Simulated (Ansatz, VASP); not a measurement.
# Si: VASP beside Ansatz

```
Si
1.0
    -1.48089    1.48089    1.48089
     1.48089   -1.48089    1.48089
     1.48089    1.48089   -1.48089
Si
1
Direct
  0.00000 0.00000 0.00000
```

Alike in both runs: task single point; functional r2SCAN; k mesh 16 × 16 × 16; occupations fermi-dirac, width 0.1 eV; no spin polarisation.

|  | VASP | Ansatz |
| --- | --- | --- |
| version | VASP 6.6.1 | Ansatz 0.2.0 |
| potentials or method | VASP PAW PBE potentials, release 64 (Si), cutoff 520 eV | plane waves (500 eV) with PAW, scalar-relativistic |
| valence electrons in the cell | 4 | 4 |

VASP gave:

```
pressure (GPa) : 9.9
```

What did Ansatz give for the same quantities?

Pressure (GPa): 9.8.

VASP's potentials were made for PBE, not for r2SCAN. The functional is the same, so the differences come from potentials, cutoffs and numerics.
